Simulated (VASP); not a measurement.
# SiC (l.b) (F-43m) in VASP: single point with LDA

Aim: the single point of SiC (l.b) with LDA.

Program: VASP 6.6.1. These are calculated values, not measurements. Logs are shortened: lines on timing, memory, paths and dates and some standing lists are left out, and cuts for length are marked.

## 1. The cell of the first run

Symmetry: F-43m, No. 216, cubic system. Conventional cell: a = 4.329 Å, b = 4.329 Å, c = 4.329 Å, α = 90.00°, β = 90.00°, γ = 90.00°. Within 2.5 Å of Si (site symmetry -43m) lie 4 C at 1.87 Å. C (site symmetry -43m) has 4 Si at 1.87 Å within 2.5 Å.

## 2. Single point, LDA

File INCAR:

```
PREC     = Accurate       # precision mode
ENCUT    = 600            # plane-wave cutoff, eV
EDIFF    = 1E-6           # SCF threshold, eV
ISMEAR   = 0              # smearing method
SIGMA    = 0.02           # smearing width, eV
LREAL    = F              # projectors in reciprocal space
LASPH    = T              # aspherical terms in the spheres
NELM     = 120            # most SCF steps
ALGO     = Normal         # electronic algorithm
ISIF     = 2              # what is computed and relaxed
LWAVE    = F              # write WAVECAR
LCHARG   = T              # write CHGCAR
LELF     = T              # ELF
LVHAR    = T            
NBANDS   = 11             # bands
GGA_COMPAT= F
```

File KPOINTS:

```
regular mesh
0
Gamma
  10 10 10
```

File POSCAR:

```
SiC
1.0
    0.0000000000      2.1645334607      2.1645334607
    2.1645334607      0.0000000000      2.1645334607
    2.1645334607      2.1645334607      0.0000000000
Si C
1 1
Direct
    0.0000000000      0.0000000000      0.0000000000
    0.2500000000      0.2500000000      0.2500000000
```

Potentials or basis: VASP PAW LDA potentials, release 64 (Si, C).

Command:

```bash
$ cat potpaw_LDA.64/Si/POTCAR potpaw_LDA.64/C/POTCAR > POTCAR
$ mpirun -np 1 vasp_std > vasp.out
```

OUTCAR:

```text
PREC = Accurate
   ENCUT = 600
   EDIFF = 1E-6
   ISMEAR = 0
   LREAL = F
   LASPH = T
   NELM = 120
   ISIF = 2

 ion  position               nearest neighbor table
   1  0.000  0.000  0.000-   2 1.87   2 1.87   2 1.87   2 1.87
   2  0.250  0.250  0.250-   1 1.87   1 1.87   1 1.87   1 1.87

  LATTYP: Found a face centered cubic cell.
 ALAT       =     4.3290669214

  Lattice vectors:

 A1 = (   0.0000000000,   2.1645334607,   2.1645334607)
 A2 = (   2.1645334607,   0.0000000000,   2.1645334607)
 A3 = (   2.1645334607,   2.1645334607,   0.0000000000)

Analysis of symmetry for initial positions (statically):
=====================================================================
 Subroutine PRICEL returns:
 Original cell was already a primitive cell.

 Routine SETGRP: Setting up the symmetry group for a
 face centered cubic supercell.

 Subroutine GETGRP returns: Found 24 space group operations
 (whereof 24 operations were pure point group operations)
 out of a pool of 48 trial point group operations.

The static configuration has the point symmetry T_d .

Analysis of symmetry for dynamics (positions and initial velocities):
=====================================================================
 Subroutine PRICEL returns:
 Original cell was already a primitive cell.

 Routine SETGRP: Setting up the symmetry group for a
 face centered cubic supercell.

 Subroutine GETGRP returns: Found 24 space group operations
 (whereof 24 operations were pure point group operations)
 out of a pool of 48 trial point group operations.

The dynamic configuration has the point symmetry T_d .

 Subroutine INISYM returns: Found 24 space group operations
 (whereof 24 operations are pure point group operations),
 and found     1 'primitive' translations

----------------------------------------------------------------------------------------

                                     Primitive cell

  volume of cell :      20.2826

  direct lattice vectors                    reciprocal lattice vectors
     0.000000000  2.164533461  2.164533461    -0.230996660  0.230996660  0.230996660
     2.164533461  0.000000000  2.164533461     0.230996660 -0.230996660  0.230996660
     2.164533461  2.164533461  0.000000000     0.230996660  0.230996660 -0.230996660

  length of vectors
     3.061112576  3.061112576  3.061112576     0.400097952  0.400097952  0.400097952

  position of ions in fractional coordinates (direct lattice)
     0.000000000  0.000000000  0.000000000
     0.250000000  0.250000000  0.250000000

  ion indices of the primitive-cell ions
   primitive index   ion index
                 1           1
                 2           2

----------------------------------------------------------------------------------------

 KPOINTS: regular mesh

Automatic generation of k-mesh.
 Grid dimensions read from file:
 generate k-points for:   10   10   10

 Generating k-lattice:

  Cartesian coordinates                     Fractional coordinates (reciprocal lattice)
    -0.023099666  0.023099666  0.023099666     0.100000000  0.000000000  0.000000000
     0.023099666 -0.023099666  0.023099666     0.000000000  0.100000000  0.000000000
     0.023099666  0.023099666 -0.023099666     0.000000000  0.000000000  0.100000000

  Length of vectors
     0.040009795  0.040009795  0.040009795

  Shift w.r.t. Gamma in fractional coordinates (k-lattice)
     0.000000000  0.000000000  0.000000000

 Subroutine IBZKPT returns following result:
 ===========================================

 Found     47 irreducible k-points:

 Following reciprocal coordinates:
            Coordinates               Weight
  0.000000  0.000000  0.000000      1.000000
  0.100000  0.000000  0.000000      8.000000
  0.200000  0.000000  0.000000      8.000000
  0.300000  0.000000  0.000000      8.000000
  0.400000  0.000000  0.000000      8.000000
  0.500000  0.000000  0.000000      4.000000
[... 16 lines left out ...]
  0.300000  0.300000  0.000000      6.000000
  0.400000  0.300000  0.000000     24.000000
 [... further k-points ...]
   k-points           NKPTS =     47   k-points in BZ     NKDIM =     47   number of bands    NBANDS=     11
   number of dos      NEDOS =    301   number of ions     NIONS =      2
   total plane-waves  NPLWV =  13824
   dimension x,y,z NGX =    24 NGY =   24 NGZ =   24
   dimension x,y,z NGXF=    48 NGYF=   48 NGZF=   48
   ions per type =               1   1
   NGX,Y,Z   is equivalent  to a cutoff of  13.03, 13.03, 13.03 a.u.
   NGXF,Y,Z  is equivalent  to a cutoff of  26.07, 26.07, 26.07 a.u.
 SYSTEM =  unknown system
   PREC   = accura    normal or accurate (medium, high low for compatibility)
   ISTART =      0    job   : 0-new  1-cont  2-samecut
   ICHARG =      2    charge: 1-file 2-atom 10-const
   ISPIN  =      1    spin polarized calculation?
   LNONCOLLINEAR =      F non collinear calculations
   LSORBIT =      F    spin-orbit coupling
   LASPH  =      T    aspherical Exc in radial PAW
   ENCUT  =  600.0 eV  44.10 Ry    6.64 a.u.   6.11  6.11  6.11*2*pi/ulx,y,z
   NELM   =    120;   NELMIN=  2; NELMDL= -5     # of ELM steps
   EDIFF  = 0.1E-05   stopping-criterion for ELM
   LREAL  =      F    real-space projection
   EDIFFG = 0.1E-04   stopping-criterion for IOM
   NSW    =      0    number of steps for IOM
   IBRION =     -1    ionic relax: 0-MD 1-quasi-New 2-CG
   NFREE  =      0    steps in history (QN), initial steepest desc. (CG)
   ISIF   =      2    stress and relaxation
   ISYM   =      2    0-nonsym 1-usesym 2-fastsym
   POTIM  = 0.5000    time-step for ionic-motion
   TEBEG  =    0.0;   TEEND  =   0.0 temperature during run
   PSTRESS=    0.0 pullay stress
   NELECT =       8.0000    total number of electrons
   NUPDOWN=      -1.0000    fix difference up-down
   EMIN   =  10.00;   EMAX   =-10.00  energy-range for DOS
   EFERMI =   0.00;   METHOD = LEGACY
   ISMEAR =     0;   SIGMA  =   0.02  broadening in eV -4-tet -1-fermi 0-gaus
   EFERMI_NEDOS =   21; number of points for ismear=-14 and -15
   IALGO  =     38    algorithm
   IMIX   =      4    mixing-type and parameters
     AMIX     =   0.40;   BMIX     =  1.00
     AMIX_MAG =   1.60;   BMIX_MAG =  1.00
  volume/ion in A,a.u.               =      10.14        68.44
  Fermi-wavevector in a.u.,A,eV,Ry     =   1.200597  2.268799 19.611883  1.441433
  Thomas-Fermi vector in A             =   2.336428
   LORBIT       =      0    0 simple, 1 ext, 2 COOP (PROOUT), +10 PAW based schemes
   GGA     = CA    functional components
   LHFCALC =     F    Hartree Fock is set to
   AEXX    =    0.0000 exact exchange contribution
   IVDW    =     0    specifies the selected vdW correction
   LEPSILON=     F    determine dielectric tensor
   LRPA    =     F    only Hartree local field effects (RPA)
 non-spin polarized calculation
 Gauss-broadening in eV      SIGMA  =   0.02
  energy-cutoff  :      600.00
  volume of cell :       20.28
 maximum number of plane-waves:       700
   NGX = 13   NGY = 13   NGZ = 13

 number of electron       8.0000000 magnetization

 Free energy of the ion-electron system (eV)
  ---------------------------------------------------
  ext. energy  EPLUGINS =         0.00000000
  ---------------------------------------------------
  free energy    TOTEN  =       -16.64463217 eV

  energy without entropy =      -16.64463217  energy(sigma->0) =      -16.64463217

 E-fermi :   8.3861     XC(G=0): -11.6418

 val. band max:        8.2897557688   @ k =   0.0000   0.0000   0.0000
 cond. band min:       9.5775905757   @ k =   0.5000   0.5000   0.0000
 fundamental gap:      1.2878348068
 Fermi energy:         8.3860807099

 k-point     1 :       0.0000    0.0000    0.0000
  band No.  band energies     occupation
      1      -7.1828      2.00000
      2       8.2898      2.00000
      3       8.2898      2.00000
      4       8.2898      2.00000
      5      14.8172      0.00000
      6      15.6204      0.00000
      7      15.6204      0.00000
      8      15.6204      0.00000
      9      22.8663      0.00000
     10      22.8663      0.00000
     11      24.7728      0.00000

 k-point     2 :       0.1000    0.0000    0.0000
  band No.  band energies     occupation
      1      -6.9838      2.00000
      2       7.2887      2.00000
      3       8.1547      2.00000
      4       8.1547      2.00000
      5      14.9874      0.00000
      6      15.8654      0.00000
      7      15.8654      0.00000
      8      15.9581      0.00000
      9      21.8880      0.00000
     10      21.8880      0.00000
     11      24.5280      0.00000

 k-point     3 :       0.2000    0.0000    0.0000
  band No.  band energies     occupation
      1      -6.3945      2.00000
      2       5.1606      2.00000
      3       7.8454      2.00000
      4       7.8454      2.00000
      5      14.6279      0.00000
      6      16.2210      0.00000
      7      16.2210      0.00000
      8      17.1786      0.00000
      9      21.2100      0.00000
     10      21.2100      0.00000
     11      23.6628      0.00000

 k-point     4 :       0.3000    0.0000    0.0000
  band No.  band energies     occupation
      1      -5.4484      2.00000
      2       2.8188      2.00000
      3       7.5274      2.00000
      4       7.5274      2.00000
      5      14.2159      0.00000
      6      16.0654      0.00000
      7      16.0654      0.00000
      8      18.0906      0.00000
      9      22.0428      0.00000
     10      22.0428      0.00000
     11      23.4237      0.00000

 k-point     5 :       0.4000    0.0000    0.0000
  band No.  band energies     occupation
      1      -4.2649      2.00000
      2       0.7172      2.00000
      3       7.3077      2.00000
      4       7.3077      2.00000
      5      13.9506      0.00000
      6      15.6730      0.00000
      7      15.6730      0.00000
      8      18.3287      0.00000
      9      23.9797      0.00000
     10      23.9797      0.00000
     11      24.0132      0.00000
[... 211 lines left out ...]
 k-point    21 :      -0.3000    0.2000    0.0000
  band No.  band energies     occupation
      1      -4.0378      2.00000
      2       1.8400      2.00000
      3       4.4295      2.00000
      4       7.1085      2.00000
      5      13.8609      0.00000
      6      16.6258      0.00000
      7      17.0513      0.00000
      8      18.6410      0.00000
      9      21.0492      0.00000
     10      23.7381      0.00000
     11      27.4394      0.00000

 k-point    22 :      -0.2000    0.2000    0.0000
  band No.  band energies     occupation
      1      -5.1316      2.00000
      2       3.4976      2.00000
      3       5.0153      2.00000
      4       7.6403      2.00000
      5      14.8534      0.00000
      6      16.4056      0.00000
      7      16.6822      0.00000
      8      17.5015      0.00000
      9      19.8240      0.00000
     10      23.7083      0.00000
     11      27.5509      0.00000

 k-point    23 :       0.3000    0.3000    0.0000
  band No.  band energies     occupation
      1      -4.8617      2.00000
      2       3.9786      2.00000
      3       5.8914      2.00000
      4       5.8914      2.00000
      5      11.4157      0.00000
      6      13.8624      0.00000
      7      19.8643      0.00000
      8      19.8643      0.00000
      9      20.8195      0.00000
     10      25.4651      0.00000
     11      30.0653      0.00000

 k-point    24 :       0.4000    0.3000    0.0000
  band No.  band energies     occupation
      1      -3.9675      2.00000
      2       2.7328      2.00000
      3       5.0842      2.00000
      4       5.6259      2.00000
      5      11.1086      0.00000
      6      13.8750      0.00000
      7      19.9877      0.00000
      8      20.2565      0.00000
      9      22.1090      0.00000
     10      26.4367      0.00000
     11      29.7111      0.00000

 [... further k-points ...]

------------------------ aborting loop because EDIFF is reached ----------------------------------------

  FORCE on cell =-STRESS in cart. coord.  units (eV):
  Direction    XX          YY          ZZ          XY          YZ          ZX
  --------------------------------------------------------------------------------------
  -------------------------------------------------------------------------------------
  Total        0.0311184      0.0311184      0.0311184      0.0000000      0.0000000      0.0000000
  in kB        2.4581286      2.4581286      2.4581286      0.0000000      0.0000000      0.0000000
  external PRESSURE =       2.4581286 kB  Pullay stress =       0.0000000 kB

 VOLUME and BASIS-vectors are now :
 -----------------------------------------------------------------------------
  energy-cutoff  :      600.00
  volume of cell :       20.28
      direct lattice vectors                 reciprocal lattice vectors
     0.000000000  2.164533461  2.164533461    -0.230996660  0.230996660  0.230996660
     2.164533461  0.000000000  2.164533461     0.230996660 -0.230996660  0.230996660
     2.164533461  2.164533461  0.000000000     0.230996660  0.230996660 -0.230996660

 POSITION                                       TOTAL-FORCE (eV/Angst)
 -----------------------------------------------------------------------------------
      0.00000      0.00000      0.00000         0.000000      0.000000     -0.000000
      1.08227      1.08227      1.08227        -0.000000     -0.000000      0.000000
 -----------------------------------------------------------------------------------
    total drift:                                0.000000      0.000000      0.000000

  FREE ENERGIE OF THE ION-ELECTRON SYSTEM (eV)
  ---------------------------------------------------
  free  energy   TOTEN  =       -16.6446321654 eV

  energy  without entropy=      -16.6446321654  energy(sigma->0) =      -16.64463217
```

It took 6.4 s on 1 thread of Intel Xeon 6975P-C, shared host; peak memory 0.13 GiB.

What came out:

| Item | Value |
| --- | --- |
| Free energy | -16.6446 eV |
| Pressure | 0.2 GPa |
| Band gap on the k mesh | 1.29 eV, indirect (least direct gap 4.52 eV) |

A k mesh can miss the band edges.
